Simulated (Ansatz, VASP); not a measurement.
In: VASP beside Ansatz

Contents of INCAR:

```
ALGO = Fast
EDIFF = 1E-7
ENCUT = 520
GGA = PE
ISIF = 2
ISMEAR = 0
LASPH = True
LCHARG = True
LELF = True
LREAL = False
LVHAR = True
LWAVE = False
NBANDS = 12
NELM = 100
PREC = Accurate
SIGMA = 0.1
```

KPOINTS

```
k-points
0
Gamma
  20 20 20
```

POSCAR

```
In
1.0
    2.9781326045     -1.6674473738     -0.0088719689
    2.9781326045      1.6674473738     -0.0088719689
   -1.8542209780      0.0000000000      2.7751528376
In
1
Direct
    0.5000000000      0.5000000000      0.5000000000
```

Input for Ansatz:

```yaml
crystal:
  lattice:
    - [2.9781326045, -1.6674473738, -0.0088719689]
    - [2.9781326045, 1.6674473738, -0.0088719689]
    - [-1.854220978, 0.0, 2.7751528376]
  atoms:
    - { symbol: In, position: [0.5, 0.5, 0.5] }
basis:
  ecutwfc: 420
kpoints:
  mp_grid: { grid: [20, 20, 20] }
hamiltonian:
  xc: pbe
scf:
  occupations: { method: gaussian, width: 0.1 }
  lower_state_search: light
output:
  forces: true
  eigenvalues: true
  stress: true
```

Alike in both runs: task single point; functional PBE; k mesh 20 × 20 × 20; occupations gaussian, width 0.1 eV; no spin polarisation.

|  | VASP | Ansatz |
| --- | --- | --- |
| version | VASP 6.6.1 | Ansatz 0.2.0 |
| potentials or method | VASP PAW PBE potentials, release 64 (In_d), cutoff 520 eV | scalar-relativistic, plane waves, PAW |
| valence electrons in the cell | 13 | 13 |

```tsv
	VASP	Ansatz	Ansatz less VASP
gap on the k mesh at the Fermi level (eV)	none	none	-
pressure (GPa)	0.0	0.0	+0.03
```

A gap of «none» marks a metal or a gap that the smearing closes. The functional is the same, so the differences come from potentials, cutoffs and numerics.
